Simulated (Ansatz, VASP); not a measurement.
## One calculation of Au, two programs

The input INCAR:

```
SYSTEM = Au
PREC = Accurate
ENCUT = 520
EDIFF = 1E-6
ISMEAR = -1
SIGMA = 0.1
LREAL = .FALSE.
LASPH = .TRUE.
NELM = 60
ALGO = Normal
ISIF = 2
LWAVE = .FALSE.
LCHARG = .TRUE.
GGA = RE
LELF = .TRUE.
LVHAR = .TRUE.
NBANDS = 12
```

Contents of KPOINTS:

```
regular mesh
0
G
  21 21 21
  0 0 0
```

File POSCAR:

```
Au
1.0
    0.0000000000      2.0644656570      2.0644656570
    2.0644656570      0.0000000000      2.0644656570
    2.0644656570      2.0644656570      0.0000000000
Au
1
Direct
    0.0000000000      0.0000000000      0.0000000000
```

Input for Ansatz:

```yaml
crystal:
  lattice:
    - [0.0, 2.064465657, 2.064465657]
    - [2.064465657, 0.0, 2.064465657]
    - [2.064465657, 2.064465657, 0.0]
  atoms:
    - { symbol: Au, position: [0.0, 0.0, 0.0] }
hamiltonian:
  xc: revpbe
  pseudopotentials:
    kind: paw
    azcp:
      Au: "pseudopotentials/Au.paw.azcp"
basis:
  ecutwfc: 420
  fft_grid_basis: typed
kpoints:
  mp_grid: { grid: [21, 21, 21], shift: [0, 0, 0] }
magnetization:
  spin_polarized: false
scf:
  occupations: { method: fermi_dirac, width: 0.1 }
output:
  stress: true
```

Alike in both runs: task single point; functional revPBE; k mesh 21 × 21 × 21; occupations fermi-dirac, width 0.1 eV; no spin polarisation.

```csv
,VASP,Ansatz
version,VASP 6.6.1,Ansatz 0.2.0
potentials or method,"VASP PAW PBE potentials, release 64 (Au), cutoff 520 eV","plane waves (420 eV) with PAW, scalar-relativistic"
valence electrons in the cell,11,19
```

```tsv
	VASP	Ansatz	Ansatz less VASP
pressure (GPa)	5.7	5.9	+0.26
```

VASP's potentials were made for PBE, not for revPBE. The functional is the same, so the differences come from potentials, cutoffs and numerics. VASP's potentials hold 11 valence electrons a cell and Ansatz's 19, so a difference there can come from the potentials and not from the codes.

Neither program's run includes spin-orbit coupling.
